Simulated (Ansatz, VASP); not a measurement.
## Two plane-wave programs on Ti

```
Ti
1.0
     0.00000    2.03000    2.19240
     2.03000    0.00000    2.19240
     2.03000    2.03000    0.00000
Ti
1
Direct
  0.00000 0.00000 0.00000
```

Change from the starting cell: strain +0.000 along x and y, +0.080 along z, atoms carried along.

Alike in both runs: task single point; functional PBE; k mesh 20 × 20 × 20; occupations gaussian, width 0.15 eV; no spin polarisation.

|  | VASP | Ansatz |
| --- | --- | --- |
| version | VASP 6.6.1 | Ansatz 0.2.0 |
| potentials or method | VASP PAW PBE potentials, release 64 (Ti_sv), cutoff 520 eV | scalar-relativistic, plane waves, PAW |
| valence electrons in the cell | 12 | 12 |

|  | VASP | Ansatz | Ansatz less VASP |
| --- | --- | --- | --- |
| gap on the k mesh at the Fermi level (eV) | none | none | - |
| pressure (GPa) | -4.1 | -3.9 | +0.20 |
| traceless stress, the component that is largest in VASP (GPa) | -1.66 | -1.65 | +0.007 |

A gap of «none» marks a metal or a gap that the smearing closes. The functional is the same, so the differences come from potentials, cutoffs and numerics.
